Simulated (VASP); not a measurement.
# Ti (P6_3/mmc) in VASP: a series of runs, part 2 of 2

VASP 6.6.1. Earlier steps stand in the parts before.

## (5) Relaxation of shape and atoms at fixed volume, PBEsol

This run uses another cell than the first one, of 15.73 Å³/atom.

Input file INCAR:

```
SYSTEM = Ti
  ALGO = Normal
  EDIFF = 1E-6
  EDIFFG = -0.005
  ENCUT = 600
  GGA = PS
  IBRION = 2
  ISIF = 4
  ISMEAR = -1
  LASPH = .TRUE.
  LCHARG = .FALSE.
  LREAL = .FALSE.
  LWAVE = .FALSE.
  NELM = 60
  NSW = 50
  PREC = Accurate
  SIGMA = 0.05
```

Input file KPOINTS:

```
k-points
0
G
  15 15 8
  0 0 0
```

Input file POSCAR:

```
Ti
1.0
    2.8429783797      0.0000000000      0.0000000000
   -1.4214891899      2.4620914992      0.0000000000
    0.0000000000      0.0000000000      4.4934344364
Ti
2
Direct
    0.3333333333      0.6666666667      0.2500000000
    0.6666666667      0.3333333333      0.7500000000
```

Potentials or basis: VASP PAW PBE potentials, release 64 (Ti_sv).

Run with:

```bash
> cat potpaw_PBE.64/Ti_sv/POTCAR > POTCAR
> mpirun -np 1 vasp_std > vasp.out
```

OUTCAR:

```text
SYSTEM = Ti
   EDIFF = 1E-6
   EDIFFG = -0.005
   ENCUT = 600
   GGA = PS
   IBRION = 2
   ISIF = 4
   ISMEAR = -1
   LASPH = .TRUE.
   LREAL = .FALSE.
   NELM = 60
   NSW = 50
   PREC = Accurate

 ion  position               nearest neighbor table
   1  0.333  0.667  0.250-   2 2.78   2 2.78   2 2.78   2 2.78   2 2.78   2 2.78
   2  0.667  0.333  0.750-   1 2.78   1 2.78   1 2.78   1 2.78   1 2.78   1 2.78

  LATTYP: Found a hexagonal cell.
 ALAT       =     2.8429783797
 C/A-ratio  =     1.5805376743

  Lattice vectors:

 A1 = (   2.8429783797,   0.0000000000,   0.0000000000)
 A2 = (  -1.4214891899,   2.4620914992,   0.0000000000)
 A3 = (   0.0000000000,   0.0000000000,   4.4934344364)

Analysis of symmetry for initial positions (statically):
=====================================================================
 Subroutine PRICEL returns:
 Original cell was already a primitive cell.

 Routine SETGRP: Setting up the symmetry group for a
 hexagonal supercell.

 Subroutine GETGRP returns: Found 24 space group operations
 (whereof 12 operations were pure point group operations)
 out of a pool of 24 trial point group operations.

The static configuration has the point symmetry D_3d.
 The point group associated with its full space group is D_6h.

Analysis of symmetry for dynamics (positions and initial velocities):
=====================================================================
 Subroutine PRICEL returns:
 Original cell was already a primitive cell.

 Routine SETGRP: Setting up the symmetry group for a
 hexagonal supercell.

 Subroutine GETGRP returns: Found 24 space group operations
 (whereof 12 operations were pure point group operations)
 out of a pool of 24 trial point group operations.

The dynamic configuration has the point symmetry D_3d.
 The point group associated with its full space group is D_6h.

 Subroutine INISYM returns: Found 24 space group operations
 (whereof 12 operations are pure point group operations),
 and found     1 'primitive' translations

----------------------------------------------------------------------------------------

                                     Primitive cell

  volume of cell :      31.4526

  direct lattice vectors                    reciprocal lattice vectors
     2.842978380  0.000000000  0.000000000     0.351743793  0.203079374  0.000000000
    -1.421489190  2.462091499  0.000000000     0.000000000  0.406158748  0.000000000
     0.000000000  0.000000000  4.493434436     0.000000000  0.000000000  0.222546921

  length of vectors
     2.842978380  2.842978380  4.493434436     0.406158748  0.406158748  0.222546921

  position of ions in fractional coordinates (direct lattice)
     0.333333333  0.666666667  0.250000000
     0.666666667  0.333333333  0.750000000

  ion indices of the primitive-cell ions
   primitive index   ion index
                 1           1
                 2           2

----------------------------------------------------------------------------------------

 KPOINTS: k-points

Automatic generation of k-mesh.
 Grid dimensions read from file:
 generate k-points for:   15   15    8

[... 44 lines left out ...]
 [... further k-points ...]
   k-points           NKPTS =    135   k-points in BZ     NKDIM =    135   number of bands    NBANDS=     16
   number of dos      NEDOS =    301   number of ions     NIONS =      2
   total plane-waves  NPLWV =  20736
   dimension x,y,z NGX =    24 NGY =   24 NGZ =   36
   dimension x,y,z NGXF=    48 NGYF=   48 NGZF=   72
   ions per type =               2
   NGX,Y,Z   is equivalent  to a cutoff of  14.03, 14.03, 13.32 a.u.
   NGXF,Y,Z  is equivalent  to a cutoff of  28.07, 28.07, 26.64 a.u.
 SYSTEM =  Ti
   PREC   = accura    normal or accurate (medium, high low for compatibility)
   ISTART =      0    job   : 0-new  1-cont  2-samecut
   ICHARG =      2    charge: 1-file 2-atom 10-const
   ISPIN  =      1    spin polarized calculation?
   LNONCOLLINEAR =      F non collinear calculations
   LSORBIT =      F    spin-orbit coupling
   LASPH  =      T    aspherical Exc in radial PAW
   ENCUT  =  600.0 eV  44.10 Ry    6.64 a.u.   5.68  5.68  8.97*2*pi/ulx,y,z
   NELM   =     60;   NELMIN=  2; NELMDL= -5     # of ELM steps
   EDIFF  = 0.1E-05   stopping-criterion for ELM
   LREAL  =      F    real-space projection
   EDIFFG = -.5E-02   stopping-criterion for IOM
   NSW    =     50    number of steps for IOM
   IBRION =      2    ionic relax: 0-MD 1-quasi-New 2-CG
   NFREE  =      1    steps in history (QN), initial steepest desc. (CG)
   ISIF   =      4    stress and relaxation
   ISYM   =      2    0-nonsym 1-usesym 2-fastsym
   POTIM  = 0.5000    time-step for ionic-motion
   TEBEG  =    0.0;   TEEND  =   0.0 temperature during run
   PSTRESS=    0.0 pullay stress
   NELECT =      24.0000    total number of electrons
   NUPDOWN=      -1.0000    fix difference up-down
   EMIN   =  10.00;   EMAX   =-10.00  energy-range for DOS
   EFERMI =   0.00;   METHOD = LEGACY
   ISMEAR =    -1;   SIGMA  =   0.05  broadening in eV -4-tet -1-fermi 0-gaus
   EFERMI_NEDOS =   21; number of points for ismear=-14 and -15
   IALGO  =     38    algorithm
   IMIX   =      4    mixing-type and parameters
     AMIX     =   0.40;   BMIX     =  1.00
     AMIX_MAG =   1.60;   BMIX_MAG =  1.00
  volume/ion in A,a.u.               =      15.73       106.13
  Fermi-wavevector in a.u.,A,eV,Ry     =   1.495983  2.826997 30.449346  2.237964
  Thomas-Fermi vector in A             =   2.608057
   LORBIT       =      0    0 simple, 1 ext, 2 COOP (PROOUT), +10 PAW based schemes
   GGA     = PS    functional components
   LHFCALC =     F    Hartree Fock is set to
   AEXX    =    0.0000 exact exchange contribution
   IVDW    =     0    specifies the selected vdW correction
   LEPSILON=     F    determine dielectric tensor
   LRPA    =     F    only Hartree local field effects (RPA)
 conjugate gradient relaxation of ions
 non-spin polarized calculation
  energy-cutoff  :      600.00
  volume of cell :       31.45
 maximum number of plane-waves:      1085
 NGX is ok and might be reduce to    24
   NGX = 11   NGY = 11   NGZ = 17

--------------------------------------- Ionic step        1  -------------------------------------------

 number of electron      24.0000004 magnetization

 Free energy of the ion-electron system (eV)
  ---------------------------------------------------
  ext. energy  EPLUGINS =         0.00000000
  ---------------------------------------------------
  free energy    TOTEN  =       -16.64126517 eV

  energy without entropy =      -16.62497490  energy(sigma->0) =      -16.63312004

------------------------ aborting loop because EDIFF is reached ----------------------------------------

  FORCE on cell =-STRESS in cart. coord.  units (eV):
  Direction    XX          YY          ZZ          XY          YZ          ZX
  --------------------------------------------------------------------------------------
  -------------------------------------------------------------------------------------
  Total        1.5154056      1.5154056      1.5485194     -0.0000000     -0.0000000      0.0000000
  in kB       77.1939574     77.1939574     78.8807587     -0.0000000     -0.0000000      0.0000000
  external PRESSURE =      77.7562245 kB  Pullay stress =       0.0000000 kB
[... 59 lines left out ...]
--------------------------------------- Ionic step        3  -------------------------------------------

 number of electron      24.0000004 magnetization

 Free energy of the ion-electron system (eV)
  ---------------------------------------------------
  ext. energy  EPLUGINS =         0.00000000
  ---------------------------------------------------
  free energy    TOTEN  =       -16.64128046 eV

  energy without entropy =      -16.62490429  energy(sigma->0) =      -16.63309237

 E-fermi :   9.3051     XC(G=0): -12.1185

 val. band max:        9.3029723242   @ k =   0.3333   0.2000   0.5000
 cond. band min:       9.3203239013   @ k =   0.3333   0.2667   0.3750
 fundamental gap:      0.0173515772
 Fermi energy:         9.3050588876

 k-point     1 :       0.0000    0.0000    0.0000
  band No.  band energies     occupation
      1     -47.1738      2.00000
      2     -46.9660      2.00000
      3     -23.9957      2.00000
      4     -23.1133      2.00000
      5     -23.1133      2.00000
      6     -23.0095      2.00000
[... 433 lines left out ...]
      3     -23.7096      2.00000
      4     -23.5404      2.00000
      5     -23.5000      2.00000
      6     -23.4304      2.00000
[... 8 lines left out ...]
     15      10.7921      0.00000
     16      12.7417      0.00000

 [... further k-points ...]

------------------------ aborting loop because EDIFF is reached ----------------------------------------

  FORCE on cell =-STRESS in cart. coord.  units (eV):
  Direction    XX          YY          ZZ          XY          YZ          ZX
  --------------------------------------------------------------------------------------
  -------------------------------------------------------------------------------------
  Total        1.5213421      1.5213421      1.5166347     -0.0000000      0.0000000     -0.0000000
  in kB       77.4963597     77.4963597     77.2565663     -0.0000000      0.0000000     -0.0000000
  external PRESSURE =      77.4164285 kB  Pullay stress =       0.0000000 kB
[... 17 lines left out ...]
  FREE ENERGIE OF THE ION-ELECTRON SYSTEM (eV)
  ---------------------------------------------------
  free  energy   TOTEN  =       -16.6412804568 eV

  energy  without entropy=      -16.6249042863  energy(sigma->0) =      -16.63309237

 reached required accuracy - stopping structural energy minimisation
```

OSZICAR:

```text
N       E                     dE             d eps       ncg     rms          rms(c)
DAV:   1     0.259802036707E+03    0.25980E+03   -0.14681E+04  4320   0.209E+03
DAV:   2     0.108332035695E+02   -0.24897E+03   -0.24758E+03  4424   0.523E+02
DAV:   3    -0.174914047058E+02   -0.28325E+02   -0.28087E+02  8496   0.142E+02
DAV:   4    -0.185963460930E+02   -0.11049E+01   -0.11049E+01  4488   0.302E+01
[... 16 lines left out ...]
       N       E                     dE             d eps       ncg     rms          rms(c)
DAV:   1    -0.166413838811E+02   -0.10528E-03   -0.66891E-03  4544   0.118E+00    0.763E-02
DAV:   2    -0.166413122961E+02    0.71585E-04   -0.37729E-04  4352   0.250E-01    0.395E-02
DAV:   3    -0.166412804998E+02    0.31796E-04   -0.11094E-04  6384   0.116E-01    0.450E-03
DAV:   4    -0.166412804568E+02    0.42971E-07   -0.91686E-06  4768   0.452E-02
   3 F= -.16641280E+02 E0= -.16633092E+02  d E =-.152853E-04
```

It took 2.6 min on 1 thread of Intel Xeon 8259CL, shared host; peak memory 0.21 GiB.

What came out:

* Free energy: -16.6413 eV
* Energy gained by relaxing: 0.0 meV/atom
* Ionic steps: 3
* Pressure after relaxing: 7.7 GPa
* Band gap on the k mesh: zero (bands 12 and 13 overlap by 1.09 eV)

Final structure:
```cif
data_structure
_symmetry_space_group_name_H-M 'P 1'
_symmetry_Int_Tables_number 1
_cell_length_a 2.8413
_cell_length_b 2.8413
_cell_length_c 4.4989
_cell_angle_alpha 90.000
_cell_angle_beta 90.000
_cell_angle_gamma 120.000
_cell_volume 31.45
loop_
_atom_site_label
_atom_site_type_symbol
_atom_site_fract_x
_atom_site_fract_y
_atom_site_fract_z
_atom_site_occupancy
Ti1 Ti 0.33333 0.66667 0.25000 1
Ti2 Ti 0.66667 0.33333 0.75000 1
```

Levels at points of the mesh, in eV from the Fermi level:
| k point | band 10 | band 11 | band 12 | band 13 | band 14 | band 15 |
| --- | --- | --- | --- | --- | --- | --- |
| (0.00, 0.00, 0.00) | -2.96 | 0.81 | 0.81 | 0.96 | 1.09 | 1.39 |
| (0.00, 0.00, 0.50) | -4.44 | 0.08 | 0.08 | 0.71 | 0.71 | 0.71 |

Caveat: the PAW data sets were made with another functional, which shifts forces and pressure a little.

## (6) Relaxation of cell and atoms, PBEsol

This run uses another cell than the first one, of 17.67 Å³/atom.

Input file INCAR:

```
PREC = Accurate
ENCUT = 600
EDIFF = 1E-7
ISMEAR = -1
SIGMA = 0.05
LREAL = F
LASPH = T
NELM = 80
ALGO = Normal
ISIF = 3
LWAVE = F
LCHARG = F
GGA = PS
IBRION = 2
NSW = 60
EDIFFG = -0.005
```

Input file KPOINTS:

```
regular mesh
0
Gamma
  15 15 8
```

Input file POSCAR:

```
Ti
1.0
    2.9313902092      0.0000000000      0.0000000000
   -1.4656951046      2.5386583896      0.0000000000
    0.0000000000      0.0000000000      4.7488521389
Ti
2
Direct
    0.3333333333      0.6666666667      0.2500000000
    0.6666666667      0.3333333333      0.7500000000
```

Potentials or basis: VASP PAW PBE potentials, release 64 (Ti_sv).

Run with:

```bash
> cat potpaw_PBE.64/Ti_sv/POTCAR > POTCAR
> mpirun -np 1 vasp_std > vasp.out
```

OUTCAR:

```text
PREC = Accurate
   ENCUT = 600
   EDIFF = 1E-7
   ISMEAR = -1
   LREAL = F
   LASPH = T
   NELM = 80
   ISIF = 3
   GGA = PS
   IBRION = 2
   NSW = 60
   EDIFFG = -0.005

 ion  position               nearest neighbor table
   1  0.333  0.667  0.250-   2 2.92   2 2.92   2 2.92   2 2.92   2 2.92   2 2.92
   2  0.667  0.333  0.750-   1 2.92   1 2.92   1 2.92   1 2.92   1 2.92   1 2.92

  LATTYP: Found a hexagonal cell.
 ALAT       =     2.9313902092
 C/A-ratio  =     1.6200000000

  Lattice vectors:

 A1 = (   2.9313902092,   0.0000000000,   0.0000000000)
 A2 = (  -1.4656951046,   2.5386583896,   0.0000000000)
 A3 = (   0.0000000000,   0.0000000000,   4.7488521389)

Analysis of symmetry for initial positions (statically):
=====================================================================
 Subroutine PRICEL returns:
 Original cell was already a primitive cell.

 Routine SETGRP: Setting up the symmetry group for a
 hexagonal supercell.

 Subroutine GETGRP returns: Found 24 space group operations
 (whereof 12 operations were pure point group operations)
 out of a pool of 24 trial point group operations.

The static configuration has the point symmetry D_3d.
 The point group associated with its full space group is D_6h.

[... 170 lines left out ...]
  Total       -1.1661337     -1.1661337     -1.7274219      0.0000000      0.0000000      0.0000000
  in kB      -52.8679416    -52.8679416    -78.3145510      0.0000000      0.0000000      0.0000000
  external PRESSURE =     -61.3501447 kB  Pullay stress =       0.0000000 kB
[... 131 lines left out ...]
--------------------------------------- Ionic step        5  -------------------------------------------

 number of electron      23.9999997 magnetization

 Free energy of the ion-electron system (eV)
  ---------------------------------------------------
  ext. energy  EPLUGINS =         0.00000000
  ---------------------------------------------------
  free energy    TOTEN  =       -16.68743302 eV

  energy without entropy =      -16.67029262  energy(sigma->0) =      -16.67886282

 E-fermi :   8.6390     XC(G=0): -11.8272

 val. band max:        8.6334313050   @ k =   0.0667  -0.0000   0.5000
 cond. band min:       8.6405596801   @ k =   0.0000   0.0000   0.3750
 fundamental gap:      0.0071283750
 Fermi energy:         8.6390389877

 k-point     1 :       0.0000    0.0000    0.0000
  band No.  band energies     occupation
      1     -47.9276      2.00000
      2     -47.7624      2.00000
      3     -24.6720      2.00000
      4     -23.9330      2.00000
      5     -23.9330      2.00000
      6     -23.8518      2.00000
[... 433 lines left out ...]
      3     -24.4213      2.00000
      4     -24.2814      2.00000
      5     -24.2618      2.00000
      6     -24.1931      2.00000
[... 8 lines left out ...]
     15      10.0386      0.00000
     16      11.8450      0.00000

 [... further k-points ...]

------------------------ aborting loop because EDIFF is reached ----------------------------------------

  FORCE on cell =-STRESS in cart. coord.  units (eV):
  Direction    XX          YY          ZZ          XY          YZ          ZX
  --------------------------------------------------------------------------------------
  -------------------------------------------------------------------------------------
  Total       -0.0056031     -0.0056031     -0.0084250      0.0000000      0.0000000     -0.0000000
  in kB       -0.2689541     -0.2689541     -0.4044111      0.0000000      0.0000000     -0.0000000
  external PRESSURE =      -0.3141064 kB  Pullay stress =       0.0000000 kB
[... 17 lines left out ...]
  FREE ENERGIE OF THE ION-ELECTRON SYSTEM (eV)
  ---------------------------------------------------
  free  energy   TOTEN  =       -16.6874330168 eV

  energy  without entropy=      -16.6702926219  energy(sigma->0) =      -16.67886282

 reached required accuracy - stopping structural energy minimisation
```

OSZICAR:

```text
N       E                     dE             d eps       ncg     rms          rms(c)
DAV:   1     0.257970344747E+03    0.25797E+03   -0.14749E+04  4320   0.204E+03
DAV:   2     0.988857283977E+01   -0.24808E+03   -0.24673E+03  4464   0.517E+02
[... 58 lines left out ...]
DAV:   3    -0.166874336829E+02    0.20608E-02   -0.73808E-03  6256   0.915E-01    0.440E-02
DAV:   4    -0.166874372771E+02   -0.35942E-05   -0.64237E-04  5040   0.384E-01    0.233E-02
DAV:   5    -0.166874338867E+02    0.33904E-05   -0.36640E-05  6200   0.601E-02    0.682E-03
DAV:   6    -0.166874332874E+02    0.59933E-06   -0.45007E-06  5896   0.293E-02    0.306E-03
DAV:   7    -0.166874331645E+02    0.12288E-06   -0.41427E-07  4344   0.757E-03    0.138E-03
DAV:   8    -0.166874330144E+02    0.15014E-06   -0.16476E-07  2640   0.625E-03    0.431E-04
DAV:   9    -0.166874330168E+02   -0.23992E-08   -0.38158E-08  2400   0.288E-03
   5 F= -.16687433E+02 E0= -.16678863E+02  d E =-.196667E-02
```

CONTCAR:

```text
Ti
   1.00000000000000
     2.8997298709621666    0.0000000000000000   -0.0000000000000000
    -1.4498649354810833    2.5112397323927089   -0.0000000000000000
     0.0000000000000000   -0.0000000000000000    4.5836671446677544
  Ti
     2
Direct
     0.3333333332999970    0.6666666667000030    0.2500000000000000
     0.6666666667000030    0.3333333332999970    0.7500000000000000

  0.00000000E+00  0.00000000E+00  0.00000000E+00
  0.00000000E+00  0.00000000E+00  0.00000000E+00
```

Wall time 6.8 min (1 thread of Intel Xeon 8259CL, shared host); peak memory 0.23 GiB.

Results:

- Free energy: -16.6874 eV
- Relaxed volume: 16.69 Å³/atom
- Relaxed cell: a = 2.900 Å, b = 2.900 Å, c = 4.584 Å, α = 90.00°, β = 90.00°, γ = 120.00°
- Space group after relaxing (to 0.1 Å): P6_3/mmc (No. 194)
- Energy gained by relaxing: 22.0 meV/atom
- Ionic steps: 5
- Pressure after relaxing: 0.0 GPa
- Band gap on the k mesh: zero (bands 12 and 13 overlap by 1.03 eV)

The path:
| step | energy change (eV) | largest force (eV/Å) | pressure (GPa) | volume (Å³) |
| --- | --- | --- | --- | --- |
| 1 | 0.0000 | 0.0000 | -6.14 | 35.34 |
| 2 | -0.0208 | 0.0000 | 5.35 | 31.99 |
| 3 | -0.0420 | 0.0000 | 0.14 | 33.33 |
| 4 | -0.0434 | 0.0000 | 0.05 | 33.35 |
| 5 | -0.0439 | 0.0000 | -0.03 | 33.38 |

Final structure:
```
Ti
1.0
     2.89973    0.00000    0.00000
    -1.44986    2.51124    0.00000
     0.00000    0.00000    4.58367
Ti
2
Direct
  0.33333 0.66667 0.25000
  0.66667 0.33333 0.75000
```

Caveat: the PAW data sets were made with another functional, which shifts forces and pressure a little.

## (7) The runs side by side

```tsv
task	cell	cutoff (eV)	gap on the mesh (eV)	pressure (GPa)
single point	a = 2.079, b = 2.079, c = 4.021 Å, angles 90.0, 90.0, 120.0°, 2 atoms	500	none	314.1
single point	a = 2.681, b = 2.681, c = 4.299 Å, angles 90.0, 90.0, 120.0°, 2 atoms	500	none	37.7
single point	a = 2.777, b = 2.777, c = 4.410 Å, angles 90.0, 90.0, 120.0°, 2 atoms	500	none	18.3
relaxation of shape and atoms at fixed volume	relaxed from a = 2.843, b = 2.843, c = 4.493 Å, angles 90.0, 90.0, 120.0°, 2 atoms	600	none	7.7
relaxation of cell and atoms	relaxed from a = 2.931, b = 2.931, c = 4.749 Å, angles 90.0, 90.0, 120.0°, 2 atoms	600	none	0.0
```

Alike in all rows: level PBEsol; potentials or basis VASP PAW PBE potentials, release 64 (Ti_sv); no spin polarisation; k mesh 15 × 15 × 8; smearing fermi-dirac 0.05 eV.

Caveats: the PAW data sets were made with another functional, which shifts forces and pressure a little; the cell stands under pressure (at least some runs); atoms lie so close that the PAW spheres overlap strongly, which falsifies energies and pressures (at least some runs).

Absolute energies hang on the potentials; compare differences alone.
